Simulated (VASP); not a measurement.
# TaSi2 in VASP: a series of runs

TaSi2 is run at these levels: PBE; tasks: single point.

Program: VASP 6.6.1. These are calculated values, not measurements. Logs are shortened: lines on timing, memory, paths and dates and some standing lists are left out, and cuts for length are marked.

### Step 1. The cell of the first run

The typed cell holds 3 atoms: a = 3.522 Å, b = 3.522 Å, c = 4.008 Å, α = 90.00°, β = 90.00°, γ = 90.00°.

### Step 2. Single point, PBE

Input file INCAR:

```
PREC = Accurate
ENCUT = 500
EDIFF = 1E-6
ISMEAR = 0
SIGMA = 0.2
LREAL = False
LASPH = True
NELM = 120
ALGO = Normal
ISIF = 2
LWAVE = False
LCHARG = False
GGA = PE
NBANDS = 16
GGA_COMPAT = False
```

Input file KPOINTS:

```
regular mesh
0
Gamma
  7 7 3
```

Input file POSCAR:

```
TaSi2
1.0
    3.5215464010      0.0000000000      0.0000000000
    0.0000000000      3.5215464010      0.0000000000
    0.0000000000      0.0000000000      4.0082683610
Ta Si
1 2
Direct
    0.0000000000      0.0000000000      0.6353527344
    0.0000000000      0.5000000000      0.1351369578
    0.5000000000      0.0000000000      0.1351369578
```

Potentials or basis: VASP PAW PBE potentials, release 64 (Ta_pv, Si).

The run is started by

```bash
> cat potpaw_PBE.64/Ta_pv/POTCAR potpaw_PBE.64/Si/POTCAR > POTCAR
> mpirun -np 1 vasp_std > vasp.out
```

OUTCAR:

```text
PREC = Accurate
   ENCUT = 500
   EDIFF = 1E-6
   ISMEAR = 0
   LREAL = False
   LASPH = True
   NELM = 120
   ISIF = 2
   GGA = PE

 ion  position               nearest neighbor table
   1  0.000  0.000  0.635-   2 2.67   3 2.67   2 2.67   3 2.67   2 2.67   2 2.67   3 2.67   3 2.67

   2  0.000  0.500  0.135-   3 2.49   3 2.49   3 2.49   3 2.49   1 2.67   1 2.67   1 2.67   1 2.67

   3  0.500  0.000  0.135-   2 2.49   2 2.49   2 2.49   2 2.49   1 2.67   1 2.67   1 2.67   1 2.67

  LATTYP: Found a simple tetragonal cell.
 ALAT       =     3.5215464010
 C/A-ratio  =     1.1382125648

  Lattice vectors:

 A1 = (   3.5215464010,   0.0000000000,   0.0000000000)
 A2 = (   0.0000000000,   3.5215464010,   0.0000000000)
 A3 = (   0.0000000000,   0.0000000000,   4.0082683610)

Analysis of symmetry for initial positions (statically):
=====================================================================
 Subroutine PRICEL returns:
 Original cell was already a primitive cell.

 Routine SETGRP: Setting up the symmetry group for a
 simple tetragonal supercell.

 Subroutine GETGRP returns: Found  8 space group operations
 (whereof  8 operations were pure point group operations)
 out of a pool of 16 trial point group operations.

The static configuration has the point symmetry C_4v.

Analysis of symmetry for dynamics (positions and initial velocities):
=====================================================================
 Subroutine PRICEL returns:
 Original cell was already a primitive cell.

 Routine SETGRP: Setting up the symmetry group for a
 simple tetragonal supercell.

 Subroutine GETGRP returns: Found  8 space group operations
 (whereof  8 operations were pure point group operations)
 out of a pool of 16 trial point group operations.

The dynamic configuration has the point symmetry C_4v.

 Subroutine INISYM returns: Found  8 space group operations
 (whereof  8 operations are pure point group operations),
 and found     1 'primitive' translations

----------------------------------------------------------------------------------------

                                     Primitive cell

  volume of cell :      49.7077

  direct lattice vectors                    reciprocal lattice vectors
     3.521546401  0.000000000  0.000000000     0.283966158  0.000000000  0.000000000
     0.000000000  3.521546401  0.000000000     0.000000000  0.283966158  0.000000000
     0.000000000  0.000000000  4.008268361     0.000000000  0.000000000  0.249484293

  length of vectors
     3.521546401  3.521546401  4.008268361     0.283966158  0.283966158  0.249484293

  position of ions in fractional coordinates (direct lattice)
     0.000000000  0.000000000  0.635352734
     0.000000000  0.500000000  0.135136958
     0.500000000  0.000000000  0.135136958

  ion indices of the primitive-cell ions
   primitive index   ion index
                 1           1
                 2           2
                 3           3

----------------------------------------------------------------------------------------

 KPOINTS: regular mesh

Automatic generation of k-mesh.
 Grid dimensions read from file:
 generate k-points for:    7    7    3

 Generating k-lattice:

  Cartesian coordinates                     Fractional coordinates (reciprocal lattice)
     0.040566594  0.000000000  0.000000000     0.142857143  0.000000000  0.000000000
     0.000000000  0.040566594  0.000000000     0.000000000  0.142857143  0.000000000
     0.000000000  0.000000000  0.083161431     0.000000000  0.000000000  0.333333333

  Length of vectors
     0.040566594  0.040566594  0.083161431

  Shift w.r.t. Gamma in fractional coordinates (k-lattice)
     0.000000000  0.000000000  0.000000000

 Subroutine IBZKPT returns following result:
 ===========================================

 Found     20 irreducible k-points:

 Following reciprocal coordinates:
            Coordinates               Weight
  0.000000  0.000000  0.000000      1.000000
  0.142857  0.000000  0.000000      4.000000
  0.285714  0.000000  0.000000      4.000000
  0.428571  0.000000  0.000000      4.000000
  0.142857  0.142857  0.000000      4.000000
  0.285714  0.142857  0.000000      8.000000
[... 12 lines left out ...]
  0.428571  0.285714  0.333333     16.000000
  0.428571  0.428571  0.333333      8.000000
   k-points           NKPTS =     20   k-points in BZ     NKDIM =     20   number of bands    NBANDS=     16
   number of dos      NEDOS =    301   number of ions     NIONS =      3
   total plane-waves  NPLWV =  23520
   dimension x,y,z NGX =    28 NGY =   28 NGZ =   30
   dimension x,y,z NGXF=    56 NGYF=   56 NGZF=   60
   ions per type =               1   2
   NGX,Y,Z   is equivalent  to a cutoff of  13.22, 13.22, 12.44 a.u.
   NGXF,Y,Z  is equivalent  to a cutoff of  26.44, 26.44, 24.89 a.u.
 SYSTEM =  unknown system
   PREC   = accura    normal or accurate (medium, high low for compatibility)
   ISTART =      0    job   : 0-new  1-cont  2-samecut
   ICHARG =      2    charge: 1-file 2-atom 10-const
   ISPIN  =      1    spin polarized calculation?
   LNONCOLLINEAR =      F non collinear calculations
   LSORBIT =      F    spin-orbit coupling
   LASPH  =      T    aspherical Exc in radial PAW
   ENCUT  =  500.0 eV  36.75 Ry    6.06 a.u.   6.42  6.42  7.31*2*pi/ulx,y,z
   NELM   =    120;   NELMIN=  2; NELMDL= -5     # of ELM steps
   EDIFF  = 0.1E-05   stopping-criterion for ELM
   LREAL  =      F    real-space projection
   EDIFFG = 0.1E-04   stopping-criterion for IOM
   NSW    =      0    number of steps for IOM
   IBRION =     -1    ionic relax: 0-MD 1-quasi-New 2-CG
   NFREE  =      0    steps in history (QN), initial steepest desc. (CG)
   ISIF   =      2    stress and relaxation
   ISYM   =      2    0-nonsym 1-usesym 2-fastsym
   POTIM  = 0.5000    time-step for ionic-motion
   TEBEG  =    0.0;   TEEND  =   0.0 temperature during run
   PSTRESS=    0.0 pullay stress
   NELECT =      19.0000    total number of electrons
   NUPDOWN=      -1.0000    fix difference up-down
   EMIN   =  10.00;   EMAX   =-10.00  energy-range for DOS
   EFERMI =   0.00;   METHOD = LEGACY
   ISMEAR =     0;   SIGMA  =   0.20  broadening in eV -4-tet -1-fermi 0-gaus
   EFERMI_NEDOS =   21; number of points for ismear=-14 and -15
   IALGO  =     38    algorithm
   IMIX   =      4    mixing-type and parameters
     AMIX     =   0.40;   BMIX     =  1.00
     AMIX_MAG =   1.60;   BMIX_MAG =  1.00
  volume/ion in A,a.u.               =      16.57       111.81
  Fermi-wavevector in a.u.,A,eV,Ry     =   1.188096  2.245176 19.205601  1.411572
  Thomas-Fermi vector in A             =   2.324233
   LORBIT       =      0    0 simple, 1 ext, 2 COOP (PROOUT), +10 PAW based schemes
   GGA     = PE    functional components
   LHFCALC =     F    Hartree Fock is set to
   AEXX    =    0.0000 exact exchange contribution
   IVDW    =     0    specifies the selected vdW correction
   LEPSILON=     F    determine dielectric tensor
   LRPA    =     F    only Hartree local field effects (RPA)
 non-spin polarized calculation
 Gauss-broadening in eV      SIGMA  =   0.20
  energy-cutoff  :      500.00
  volume of cell :       49.71
 maximum number of plane-waves:      1279
 NGX is ok and might be reduce to    28
   NGX = 13   NGY = 13   NGZ = 15

 number of electron      18.9999998 magnetization

 Free energy of the ion-electron system (eV)
  ---------------------------------------------------
  ext. energy  EPLUGINS =         0.00000000
  ---------------------------------------------------
  free energy    TOTEN  =       -22.38407860 eV

  energy without entropy =      -22.32534547  energy(sigma->0) =      -22.35471204

 E-fermi :   7.7277     XC(G=0): -11.3092

 val. band max:        7.6534271198   @ k =   0.1429   0.0000   0.0000
 cond. band min:       7.7460441322   @ k =   0.2857   0.2857   0.3333
 fundamental gap:      0.0926170124
 Fermi energy:         7.7277402265

 k-point     1 :       0.0000    0.0000    0.0000
  band No.  band energies     occupation
      1     -27.0570      2.00000
      2     -26.9815      2.00000
      3     -26.9815      2.00000
      4      -5.2341      2.00000
      5       3.6307      2.00000
      6       4.4792      2.00000
[... 8 lines left out ...]
     15      12.0641      0.00000
     16      16.3089      0.00000

 k-point     2 :       0.1429    0.0000    0.0000
  band No.  band energies     occupation
      1     -27.0548      2.00000
      2     -27.0018      2.00000
      3     -26.9800      2.00000
      4      -4.9841      2.00000
      5       2.6555      2.00000
      6       4.3771      2.00000
[... 8 lines left out ...]
     15      12.7972      0.00000
     16      14.4339      0.00000

 k-point     3 :       0.2857    0.0000    0.0000
  band No.  band energies     occupation
      1     -27.0499      2.00000
      2     -27.0470      2.00000
      3     -26.9766      2.00000
      4      -4.2574      2.00000
      5       0.6804      2.00000
      6       4.3981      2.00000
[... 8 lines left out ...]
     15      12.8297      0.00000
     16      14.3977      0.00000

 k-point     4 :       0.4286    0.0000    0.0000
  band No.  band energies     occupation
      1     -27.0830      2.00000
      2     -27.0459      2.00000
      3     -26.9739      2.00000
      4      -3.1763      2.00000
      5      -1.1249      2.00000
      6       4.0496      2.00000
[... 8 lines left out ...]
     15      11.9303      0.00000
     16      12.8780      0.00000
[... 248 lines left out ...]
 k-point    18 :       0.2857    0.2857    0.3333
  band No.  band energies     occupation
      1     -27.0713      2.00000
      2     -27.0387      2.00000
      3     -27.0376      2.00000
      4      -2.6564      2.00000
      5       0.8935      2.00000
      6       2.1368      2.00000
[... 8 lines left out ...]
     15      13.8614      0.00000
     16      14.4854      0.00000

 k-point    19 :       0.4286    0.2857    0.3333
  band No.  band energies     occupation
      1     -27.0731      2.00000
      2     -27.0663      2.00000
      3     -27.0351      2.00000
      4      -1.6587      2.00000
      5      -0.3470      2.00000
      6       2.5519      2.00000
[... 8 lines left out ...]
     15      13.8973      0.00000
     16      15.4403      0.00000

 k-point    20 :       0.4286    0.4286    0.3333
  band No.  band energies     occupation
      1     -27.0699      2.00000
      2     -27.0696      2.00000
      3     -27.0614      2.00000
      4      -0.7520      2.00000
      5       0.0417      2.00000
      6       1.4945      2.00000
[... 8 lines left out ...]
     15      12.6632      0.00000
     16      15.2312      0.00000

------------------------ aborting loop because EDIFF is reached ----------------------------------------

  FORCE on cell =-STRESS in cart. coord.  units (eV):
  Direction    XX          YY          ZZ          XY          YZ          ZX
  --------------------------------------------------------------------------------------
  -------------------------------------------------------------------------------------
  Total        0.1979147      0.1979147      0.0148359      0.0000000      0.0000000      0.0000000
  in kB        6.3791833      6.3791833      0.4781911      0.0000000      0.0000000      0.0000000
  external PRESSURE =       4.4121859 kB  Pullay stress =       0.0000000 kB

 VOLUME and BASIS-vectors are now :
 -----------------------------------------------------------------------------
  energy-cutoff  :      500.00
  volume of cell :       49.71
      direct lattice vectors                 reciprocal lattice vectors
     3.521546401  0.000000000  0.000000000     0.283966158  0.000000000  0.000000000
     0.000000000  3.521546401  0.000000000     0.000000000  0.283966158  0.000000000
     0.000000000  0.000000000  4.008268361     0.000000000  0.000000000  0.249484293

 POSITION                                       TOTAL-FORCE (eV/Angst)
 -----------------------------------------------------------------------------------
      0.00000      0.00000      2.54666        -0.000000     -0.000000     -0.010882
      0.00000      1.76077      0.54167         0.000000      0.000000      0.005441
      1.76077      0.00000      0.54167         0.000000     -0.000000      0.005441
 -----------------------------------------------------------------------------------
    total drift:                               -0.000000     -0.000000      0.000067

  FREE ENERGIE OF THE ION-ELECTRON SYSTEM (eV)
  ---------------------------------------------------
  free  energy   TOTEN  =       -22.3840786031 eV

  energy  without entropy=      -22.3253454748  energy(sigma->0) =      -22.35471204
```

Wall time 20 s (1 thread of Intel Xeon 8259CL, shared host); peak memory 0.16 GiB.

Results:

* Free energy: -22.3841 eV
* Pressure: 0.4 GPa
* Largest force: 0.011 eV/Å

Forces in eV/Å, atoms in the order of the input:
```
Ta   0.000  0.000 -0.011
Si   0.000  0.000  0.005
Si   0.000  0.000  0.005
```

Stress tensor (GPa, compression positive):
```
0.64 0.00 0.00
0.00 0.64 0.00
0.00 0.00 0.05
```

Levels at points of the mesh, in eV from the Fermi level:
```csv
k point,band 5,band 6,band 7,band 8,band 9,band 10,band 11,band 12,band 13,band 14
"(0.00, 0.00, 0.00)",-4.10,-3.25,-2.61,-2.25,-2.25,-0.14,-0.14,1.19,1.73,4.29
```

Caveat: the k points lie up to 0.52 Å⁻¹ apart; spin-orbit coupling is left out, which moves the levels of the heavy elements.

### Step 3. Single point, PBE

This run uses another cell than the first one, of 18.02 Å³/atom, 1.087 times its volume.

Input file INCAR:

```
SYSTEM = TaSi2
ALGO     = Normal         ! electronic algorithm
EDIFF    = 1E-6           ! SCF threshold, eV
ENCUT    = 500            ! plane-wave cutoff, eV
GGA      = PE             ! functional
GGA_COMPAT= .False.      
ISIF     = 2              ! what is computed and relaxed
ISMEAR   = 0              ! smearing method
LASPH    = .True.         ! aspherical terms in the spheres
LCHARG   = .False.        ! write CHGCAR
LREAL    = .False.        ! projectors in reciprocal space
LWAVE    = .False.        ! write WAVECAR
NBANDS   = 16             ! bands
NELM     = 120            ! most SCF steps
PREC     = Accurate       ! precision mode
SIGMA    = 0.2            ! smearing width, eV
```

Input file KPOINTS:

```
k-points
0
Gamma
  7 7 3
  0 0 0
```

Input file POSCAR:

```
TaSi2
1.0
    2.6570622311      0.0000000000      0.0000000000
    0.0000000000      2.6570622311      0.0000000000
    0.0000000000      0.0000000000      7.6555536555
Ta Si
1 2
Direct
    0.0000000000      0.0000000000      0.5000000000
    0.0000000000      0.0000000000      0.1608130013
    0.0000000000      0.0000000000      0.8391869987
```

Potentials or basis: VASP PAW PBE potentials, release 64 (Ta_pv, Si).

The run is started by

```bash
> cat potpaw_PBE.64/Ta_pv/POTCAR potpaw_PBE.64/Si/POTCAR > POTCAR
> mpirun -np 1 vasp_std > vasp.out
```

It took 21 s on 1 thread of Intel Xeon 8259CL, shared host; peak memory 0.16 GiB.

Results (log left out):

```yaml
Free_energy: -20.6383 eV
Pressure: 0.1 GPa
Largest_force: 0.039 eV/Å
```

Forces in eV/Å, atoms in the order of the input:
```
Ta   0.000  0.000  0.000
Si   0.000  0.000 -0.039
Si   0.000  0.000  0.039
```

Stress tensor (GPa, compression positive):
```
0.04 0.00 0.00
0.00 0.04 0.00
0.00 0.00 0.36
```

Levels at points of the mesh, in eV from the Fermi level:
| k point | band 7 | band 8 | band 9 | band 10 | band 11 | band 12 |
| --- | --- | --- | --- | --- | --- | --- |
| (0.00, 0.00, 0.00) | -3.83 | -2.66 | 0.46 | 3.45 | 3.92 | 3.92 |

Caveat: spin-orbit coupling is left out, which moves the levels of the heavy elements.

### Step 4. Single point, PBE

This run uses another cell than the first one, of 22.88 Å³/atom, 1.381 times its volume.

Input file INCAR:

```
PREC = Accurate ; ENCUT = 500
EDIFF = 1E-6 ; ISMEAR = 0
SIGMA = 0.2 ; LREAL = False
LASPH = True ; NELM = 120
ALGO = Normal ; ISIF = 2
LWAVE = False ; LCHARG = True
GGA = PE ; LELF = True
LVHAR = True ; NBANDS = 16
GGA_COMPAT = False
```

Input file KPOINTS:

```
Automatic mesh
0
Gamma
  5 5 5
```

Input file POSCAR:

```
TaSi2
1.0
    5.0107269466      0.0000000000      0.0000000000
    0.0000000000      5.0107269466      0.0000000000
    0.0000000000      0.0000000000      2.7334849510
Ta Si
1 2
Direct
    0.5000000000      0.5000000000      0.0000000000
    0.0000000000      0.5000000000      0.0000000000
    0.5000000000      0.0000000000      0.0000000000
```

The run is started by

```bash
> cat potpaw_PBE.64/Ta_pv/POTCAR potpaw_PBE.64/Si/POTCAR > POTCAR
> mpirun -np 1 vasp_std > vasp.out
```

Run time: 28 s. Hardware: 1 thread of Intel Xeon 8259CL, shared host; peak memory 0.18 GiB.

It converged, with:

| Property | Result |
| --- | --- |
| Free energy | -20.4539 eV |
| Pressure | 0.2 GPa |

Stress tensor (GPa, compression positive):
```
0.33 0.00 0.00
0.00 0.33 0.00
0.00 0.00 0.01
```

Levels at points of the mesh, in eV from the Fermi level:
| k point | band 5 | band 6 | band 7 | band 8 | band 9 | band 10 | band 11 | band 12 | band 13 | band 14 |
| --- | --- | --- | --- | --- | --- | --- | --- | --- | --- | --- |
| (0.00, 0.00, 0.00) | -8.23 | -2.61 | -2.61 | -2.58 | -0.73 | 1.16 | 1.16 | 2.34 | 2.37 | 3.95 |

Caveat: the k points lie up to 0.46 Å⁻¹ apart; spin-orbit coupling is left out, which moves the levels of the heavy elements.

### Step 5. Summary

```tsv
cell	k mesh	gap on the mesh (eV)	pressure (GPa)	largest force (eV/Å)
a = 3.522, b = 3.522, c = 4.008 Å, 3 atoms	7 × 7 × 3	none	0.4	0.01
a = 2.657, b = 2.657, c = 7.656 Å, 3 atoms	7 × 7 × 3	none	0.1	0.04
a = 5.011, b = 5.011, c = 2.733 Å, 3 atoms	5 × 5 × 5	none	0.2	-
```

Alike in all rows: task single point; level PBE; potentials or basis VASP PAW PBE potentials, release 64 (Ta_pv, Si); no spin polarisation; cutoff (eV) 500; smearing gaussian 0.2 eV.

Caveats: some runs use coarse meshes; spin-orbit coupling is left out, which moves the levels of the heavy elements.

Total energies depend on the potentials used, so only differences within one code and one set of settings carry meaning.
